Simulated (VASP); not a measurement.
# TiO2 (Fm-3m) in VASP: a series of runs

Runs on TiO2. Level: PBE. Tasks: single point.

Everything below comes from runs of VASP 6.6.1. Logs are shortened: lines on timing, memory, paths and dates and some standing lists are left out, and cuts for length are marked.

### Step 1. The cell of the first run

Symmetry: Fm-3m, No. 225, cubic system. The conventional cell has a = 4.566 Å, b = 4.566 Å, c = 4.566 Å, α = 90.00°, β = 90.00°, γ = 90.00°. Within 2.6 Å of Ti (site symmetry m-3m) lie 8 O at 1.98 Å. Within 2.6 Å of O (site symmetry -43m) lie 4 Ti at 1.98 Å and 6 O at 2.28 Å.

### Step 2. Single point, PBE

File INCAR:

```
SYSTEM = TiO2
PREC = Accurate ; ENCUT = 600
EDIFF = 1E-6 ; ISMEAR = 0
SIGMA = 0.01 ; LREAL = .FALSE.
LASPH = .TRUE. ; NELM = 120
ALGO = Normal ; ISIF = 2
LWAVE = .FALSE. ; LCHARG = .FALSE.
GGA = PE ; NBANDS = 19
GGA_COMPAT = .FALSE.
```

File KPOINTS:

```
regular mesh
0
G
  3 3 3
  0 0 0
```

File POSCAR:

```
TiO2
1.0
    0.0000000000      2.2829009400      2.2829009400
    2.2829009400      0.0000000000      2.2829009400
    2.2829009400      2.2829009400      0.0000000000
Ti O
1 2
Direct
    0.0000000000      0.0000000000      0.0000000000
    0.2500000000      0.2500000000      0.2500000000
    0.7500000000      0.7500000000      0.7500000000
```

Potentials or basis: VASP PAW PBE potentials, release 64 (Ti_sv, O).

Command:

```sh
cat potpaw_PBE.64/Ti_sv/POTCAR potpaw_PBE.64/O/POTCAR > POTCAR
mpirun -np 1 vasp_std > vasp.out
```

OUTCAR:

```text
SYSTEM = TiO2
   PREC = Accurate
   ENCUT = 600
   EDIFF = 1E-6
   ISMEAR = 0
   LREAL = .FALSE.
   LASPH = .TRUE.
   NELM = 120
   ISIF = 2
   GGA = PE

 ion  position               nearest neighbor table
   1  0.000  0.000  0.000-   3 1.98   3 1.98   3 1.98   2 1.98   3 1.98   2 1.98   2 1.98   2 1.98

   2  0.250  0.250  0.250-   1 1.98   1 1.98   1 1.98   1 1.98
   3  0.750  0.750  0.750-   1 1.98   1 1.98   1 1.98   1 1.98

  LATTYP: Found a face centered cubic cell.
 ALAT       =     4.5658018800

  Lattice vectors:

 A1 = (   0.0000000000,   2.2829009400,   2.2829009400)
 A2 = (   2.2829009400,   0.0000000000,   2.2829009400)
 A3 = (   2.2829009400,   2.2829009400,   0.0000000000)

Analysis of symmetry for initial positions (statically):
=====================================================================
 Subroutine PRICEL returns:
 Original cell was already a primitive cell.

 Routine SETGRP: Setting up the symmetry group for a
 face centered cubic supercell.

 Subroutine GETGRP returns: Found 48 space group operations
 (whereof 48 operations were pure point group operations)
 out of a pool of 48 trial point group operations.

The static configuration has the point symmetry O_h .

Analysis of symmetry for dynamics (positions and initial velocities):
=====================================================================
 Subroutine PRICEL returns:
 Original cell was already a primitive cell.

 Routine SETGRP: Setting up the symmetry group for a
 face centered cubic supercell.

 Subroutine GETGRP returns: Found 48 space group operations
 (whereof 48 operations were pure point group operations)
 out of a pool of 48 trial point group operations.

The dynamic configuration has the point symmetry O_h .

 Subroutine INISYM returns: Found 48 space group operations
 (whereof 48 operations are pure point group operations),
 and found     1 'primitive' translations

----------------------------------------------------------------------------------------

                                     Primitive cell

  volume of cell :      23.7953

  direct lattice vectors                    reciprocal lattice vectors
     0.000000000  2.282900940  2.282900940    -0.219019578  0.219019578  0.219019578
     2.282900940  0.000000000  2.282900940     0.219019578 -0.219019578  0.219019578
     2.282900940  2.282900940  0.000000000     0.219019578  0.219019578 -0.219019578

  length of vectors
     3.228509471  3.228509471  3.228509471     0.379353037  0.379353037  0.379353037

  position of ions in fractional coordinates (direct lattice)
     0.000000000  0.000000000  0.000000000
     0.250000000  0.250000000  0.250000000
     0.750000000  0.750000000  0.750000000

  ion indices of the primitive-cell ions
   primitive index   ion index
                 1           1
                 2           2
                 3           3

----------------------------------------------------------------------------------------

 KPOINTS: regular mesh

Automatic generation of k-mesh.
 Grid dimensions read from file:
 generate k-points for:    3    3    3

 Generating k-lattice:

  Cartesian coordinates                     Fractional coordinates (reciprocal lattice)
    -0.073006526  0.073006526  0.073006526     0.333333333  0.000000000  0.000000000
     0.073006526 -0.073006526  0.073006526     0.000000000  0.333333333  0.000000000
     0.073006526  0.073006526 -0.073006526     0.000000000  0.000000000  0.333333333

  Length of vectors
     0.126451012  0.126451012  0.126451012

  Shift w.r.t. Gamma in fractional coordinates (k-lattice)
     0.000000000  0.000000000  0.000000000

 Subroutine IBZKPT returns following result:
 ===========================================

 Found      4 irreducible k-points:

 Following reciprocal coordinates:
            Coordinates               Weight
  0.000000  0.000000  0.000000      1.000000
  0.333333  0.000000  0.000000      8.000000
  0.333333  0.333333  0.000000      6.000000
 -0.333333  0.333333  0.000000     12.000000
   k-points           NKPTS =      4   k-points in BZ     NKDIM =      4   number of bands    NBANDS=     19
   number of dos      NEDOS =    301   number of ions     NIONS =      3
   total plane-waves  NPLWV =  21952
   dimension x,y,z NGX =    28 NGY =   28 NGZ =   28
   dimension x,y,z NGXF=    56 NGYF=   56 NGZF=   56
   ions per type =               1   2
   NGX,Y,Z   is equivalent  to a cutoff of  14.42, 14.42, 14.42 a.u.
   NGXF,Y,Z  is equivalent  to a cutoff of  28.84, 28.84, 28.84 a.u.
 SYSTEM =  TiO2
   PREC   = accura    normal or accurate (medium, high low for compatibility)
   ISTART =      0    job   : 0-new  1-cont  2-samecut
   ICHARG =      2    charge: 1-file 2-atom 10-const
   ISPIN  =      1    spin polarized calculation?
   LNONCOLLINEAR =      F non collinear calculations
   LSORBIT =      F    spin-orbit coupling
   LASPH  =      T    aspherical Exc in radial PAW
   ENCUT  =  600.0 eV  44.10 Ry    6.64 a.u.   6.45  6.45  6.45*2*pi/ulx,y,z
   NELM   =    120;   NELMIN=  2; NELMDL= -5     # of ELM steps
   EDIFF  = 0.1E-05   stopping-criterion for ELM
   LREAL  =      F    real-space projection
   EDIFFG = 0.1E-04   stopping-criterion for IOM
   NSW    =      0    number of steps for IOM
   IBRION =     -1    ionic relax: 0-MD 1-quasi-New 2-CG
   NFREE  =      0    steps in history (QN), initial steepest desc. (CG)
   ISIF   =      2    stress and relaxation
   ISYM   =      2    0-nonsym 1-usesym 2-fastsym
   POTIM  = 0.5000    time-step for ionic-motion
   TEBEG  =    0.0;   TEEND  =   0.0 temperature during run
   PSTRESS=    0.0 pullay stress
   NELECT =      24.0000    total number of electrons
   NUPDOWN=      -1.0000    fix difference up-down
   EMIN   =  10.00;   EMAX   =-10.00  energy-range for DOS
   EFERMI =   0.00;   METHOD = LEGACY
   ISMEAR =     0;   SIGMA  =   0.01  broadening in eV -4-tet -1-fermi 0-gaus
   EFERMI_NEDOS =   21; number of points for ismear=-14 and -15
   IALGO  =     38    algorithm
   IMIX   =      4    mixing-type and parameters
     AMIX     =   0.40;   BMIX     =  1.00
     AMIX_MAG =   1.60;   BMIX_MAG =  1.00
  volume/ion in A,a.u.               =       7.93        53.53
  Fermi-wavevector in a.u.,A,eV,Ry     =   1.641780  3.102514 36.673690  2.695440
  Thomas-Fermi vector in A             =   2.732193
   LORBIT       =      0    0 simple, 1 ext, 2 COOP (PROOUT), +10 PAW based schemes
   GGA     = PE    functional components
   LHFCALC =     F    Hartree Fock is set to
   AEXX    =    0.0000 exact exchange contribution
   IVDW    =     0    specifies the selected vdW correction
   LEPSILON=     F    determine dielectric tensor
   LRPA    =     F    only Hartree local field effects (RPA)
 non-spin polarized calculation
 Gauss-broadening in eV      SIGMA  =   0.01
  energy-cutoff  :      600.00
  volume of cell :       23.80
 maximum number of plane-waves:       821
 NGX is ok and might be reduce to    28
   NGX = 13   NGY = 13   NGZ = 13

 number of electron      24.0000005 magnetization

 Free energy of the ion-electron system (eV)
  ---------------------------------------------------
  ext. energy  EPLUGINS =         0.00000000
  ---------------------------------------------------
  free energy    TOTEN  =       -25.29224824 eV

  energy without entropy =      -25.29224824  energy(sigma->0) =      -25.29224824

 E-fermi :   8.5850     XC(G=0): -13.0793

 val. band max:        8.3992495022   @ k =   0.0000   0.0000   0.0000
 cond. band min:      10.6325487859   @ k =   0.0000   0.0000   0.0000
 fundamental gap:      2.2332992837
 Fermi energy:         8.5849613588

 k-point     1 :       0.0000    0.0000    0.0000
  band No.  band energies     occupation
      1     -48.0649      2.00000
      2     -24.1510      2.00000
      3     -24.1510      2.00000
      4     -24.1509      2.00000
      5     -11.4423      2.00000
      6      -6.6487      2.00000
[... 11 lines left out ...]
     18      18.2987      0.00000
     19      24.6642      0.00000

 k-point     2 :       0.3333    0.0000    0.0000
  band No.  band energies     occupation
      1     -48.0271      2.00000
      2     -24.5278      2.00000
      3     -24.1942      2.00000
      4     -24.1942      2.00000
      5     -10.1031      2.00000
      6      -8.0325      2.00000
[... 11 lines left out ...]
     18      20.2150      0.00000
     19      25.6125      0.00000

 k-point     3 :       0.3333    0.3333    0.0000
  band No.  band energies     occupation
      1     -48.0146      2.00000
      2     -24.5473      2.00000
      3     -24.2589      2.00000
      4     -24.2589      2.00000
      5      -9.5461      2.00000
      6      -8.3436      2.00000
[... 11 lines left out ...]
     18      20.4326      0.00000
     19      25.5887      0.00000

 k-point     4 :      -0.3333    0.3333    0.0000
  band No.  band energies     occupation
      1     -48.0019      2.00000
      2     -24.4984      2.00000
      3     -24.4699      2.00000
      4     -24.2483      2.00000
      5      -8.9835      2.00000
      6      -8.6622      2.00000
[... 11 lines left out ...]
     18      21.4098      0.00000
     19      27.4431      0.00000

------------------------ aborting loop because EDIFF is reached ----------------------------------------

  FORCE on cell =-STRESS in cart. coord.  units (eV):
  Direction    XX          YY          ZZ          XY          YZ          ZX
  --------------------------------------------------------------------------------------
  -------------------------------------------------------------------------------------
  Total        9.0586586      9.0586586      9.0586586      0.0000000      0.0000000     -0.0000000
  in kB      609.9346122    609.9346122    609.9346122      0.0000000      0.0000000     -0.0000000
  external PRESSURE =     609.9346122 kB  Pullay stress =       0.0000000 kB

 VOLUME and BASIS-vectors are now :
 -----------------------------------------------------------------------------
  energy-cutoff  :      600.00
  volume of cell :       23.80
      direct lattice vectors                 reciprocal lattice vectors
     0.000000000  2.282900940  2.282900940    -0.219019578  0.219019578  0.219019578
     2.282900940  0.000000000  2.282900940     0.219019578 -0.219019578  0.219019578
     2.282900940  2.282900940  0.000000000     0.219019578  0.219019578 -0.219019578

 POSITION                                       TOTAL-FORCE (eV/Angst)
 -----------------------------------------------------------------------------------
      0.00000      0.00000      0.00000         0.000000     -0.000000     -0.000000
      1.14145      1.14145      1.14145        -0.000000     -0.000000      0.000000
      3.42435      3.42435      3.42435         0.000000      0.000000     -0.000000
 -----------------------------------------------------------------------------------
    total drift:                               -0.000000     -0.000000      0.000000

  FREE ENERGIE OF THE ION-ELECTRON SYSTEM (eV)
  ---------------------------------------------------
  free  energy   TOTEN  =       -25.2922482356 eV

  energy  without entropy=      -25.2922482356  energy(sigma->0) =      -25.29224824
```

It took 7.2 s on 1 thread of Intel Xeon 6975P-C, shared host; peak memory 0.15 GiB.

Results:

| Property | Result |
| --- | --- |
| Free energy | -25.2922 eV |
| Pressure | 61.0 GPa |
| Band gap on the k mesh | 2.23 eV, direct |

Caveat: the k points lie up to 0.79 Å⁻¹ apart. A hybrid or GW would open this gap; PBE tends to underestimate it.

### Step 3. Single point, PBE

File INCAR:

```
ALGO = Normal ; EDIFF = 1E-6
ENCUT = 600 ; GGA = PE
GGA_COMPAT = F ; ISIF = 2
ISMEAR = 0 ; LASPH = T
LCHARG = T ; LELF = T
LREAL = F ; LVHAR = T
LWAVE = F ; NBANDS = 19
NELM = 120 ; PREC = Accurate
SIGMA = 0.01
```

File KPOINTS:

```
k-points
0
Gamma
  3 3 3
```

POSCAR is that of step 2.

Potentials or basis: VASP PAW PBE potentials, release 64 (Ti_sv, O).

Command:

```sh
cat potpaw_PBE.64/Ti_sv/POTCAR potpaw_PBE.64/O/POTCAR > POTCAR
mpirun -np 1 vasp_std > vasp.out
```

Wall time 7.4 s (1 thread of Intel Xeon 6975P-C, shared host); peak memory 0.15 GiB.

It converged, with:

- Free energy: -25.2922 eV
- Pressure: 61.0 GPa
- Band gap on the k mesh: 2.23 eV, direct

Levels at points of the mesh, in eV from the valence-band top:
| k point | band 8 | band 9 | band 10 | band 11 | band 12 | band 13 | band 14 | band 15 | band 16 | band 17 |
| --- | --- | --- | --- | --- | --- | --- | --- | --- | --- | --- |
| (0.00, 0.00, 0.00) | -6.13 | -6.13 | 0.00 | 0.00 | 0.00 | 2.23 | 2.23 | 7.55 | 7.55 | 7.55 |

Caveat: the k points lie up to 0.79 Å⁻¹ apart. Expect the measured gap to be larger: semilocal functionals such as PBE lack the derivative discontinuity.

### Step 4. Single point, PBE

This run uses another cell than the first one, of 8.94 Å³/atom, 1.128 times its volume.

File INCAR:

```
SYSTEM = TiO2
ALGO = Normal
EDIFF = 1E-6
ENCUT = 600
GGA = PE
GGA_COMPAT = .False.
ISIF = 2
ISMEAR = 0
LASPH = .True.
LCHARG = .True.
LELF = .True.
LREAL = .False.
LVHAR = .True.
LWAVE = .False.
NBANDS = 19
NELM = 120
PREC = Accurate
SIGMA = 0.01
```

File KPOINTS:

```
k-points
0
Gamma
  3 3 3
  0 0 0
```

File POSCAR:

```
TiO2
1.0
    0.0000000000      2.3761821900      2.3761821900
    2.3761821900      0.0000000000      2.3761821900
    2.3761821900      2.3761821900      0.0000000000
Ti O
1 2
Direct
    0.0000000000      0.0000000000      0.0000000000
    0.2500000000      0.2500000000      0.2500000000
    0.7500000000      0.7500000000      0.7500000000
```

Potentials or basis: VASP PAW PBE potentials, release 64 (Ti_sv, O).

Command:

```sh
cat potpaw_PBE.64/Ti_sv/POTCAR potpaw_PBE.64/O/POTCAR > POTCAR
mpirun -np 1 vasp_std > vasp.out
```

OUTCAR:

```text
SYSTEM = TiO2
   EDIFF = 1E-6
   ENCUT = 600
   GGA = PE
   ISIF = 2
   ISMEAR = 0
   LASPH = .True.
   LREAL = .False.
   NELM = 120
   PREC = Accurate

 ion  position               nearest neighbor table
   1  0.000  0.000  0.000-   2 2.06   3 2.06   3 2.06   3 2.06   3 2.06   2 2.06   2 2.06   2 2.06

   2  0.250  0.250  0.250-   1 2.06   1 2.06   1 2.06   1 2.06
   3  0.750  0.750  0.750-   1 2.06   1 2.06   1 2.06   1 2.06

  LATTYP: Found a face centered cubic cell.
 ALAT       =     4.7523643800
[... 258 lines left out ...]

  FORCE on cell =-STRESS in cart. coord.  units (eV):
  Direction    XX          YY          ZZ          XY          YZ          ZX
  --------------------------------------------------------------------------------------
  -------------------------------------------------------------------------------------
  Total        2.3656427      2.3656427      2.3656427     -0.0000000     -0.0000000      0.0000000
  in kB      141.2506740    141.2506740    141.2506740     -0.0000000     -0.0000000      0.0000000
  external PRESSURE =     141.2506740 kB  Pullay stress =       0.0000000 kB

 VOLUME and BASIS-vectors are now :
 -----------------------------------------------------------------------------
  energy-cutoff  :      600.00
  volume of cell :       26.83
      direct lattice vectors                 reciprocal lattice vectors
     0.000000000  2.376182190  2.376182190    -0.210421575  0.210421575  0.210421575
     2.376182190  0.000000000  2.376182190     0.210421575 -0.210421575  0.210421575
     2.376182190  2.376182190  0.000000000     0.210421575  0.210421575 -0.210421575

 POSITION                                       TOTAL-FORCE (eV/Angst)
 -----------------------------------------------------------------------------------
      0.00000      0.00000      0.00000         0.000000      0.000000     -0.000000
      1.18809      1.18809      1.18809        -0.000000      0.000000      0.000000
      3.56427      3.56427      3.56427         0.000000     -0.000000     -0.000000
 -----------------------------------------------------------------------------------
    total drift:                                0.000000     -0.000000      0.000000

  FREE ENERGIE OF THE ION-ELECTRON SYSTEM (eV)
  ---------------------------------------------------
  free  energy   TOTEN  =       -25.9716069110 eV

  energy  without entropy=      -25.9716069110  energy(sigma->0) =      -25.97160691
```

stdout:

```text
POSCAR found type information on POSCAR TiO
 POSCAR found :  2 types and       3 ions
 scaLAPACK will be used
 LDA part: xc-table for (Slater+PW92), standard interpolation
 POSCAR, INCAR and KPOINTS ok, starting setup
 FFT: planning ... GRIDC
 FFT: planning ... GRID_SOFT
 FFT: planning ... GRID
 WAVECAR not read
 entering main loop
```

It took 7.2 s on 1 thread of Intel Xeon 6975P-C, shared host; peak memory 0.15 GiB.

What came out:

| Property | Result |
| --- | --- |
| Free energy | -25.9716 eV |
| Pressure | 14.1 GPa |
| Band gap on the k mesh | 2.05 eV, direct |

Caveat: the k points lie up to 0.76 Å⁻¹ apart. Expect the measured gap to be larger: semilocal functionals such as PBE lack the derivative discontinuity.
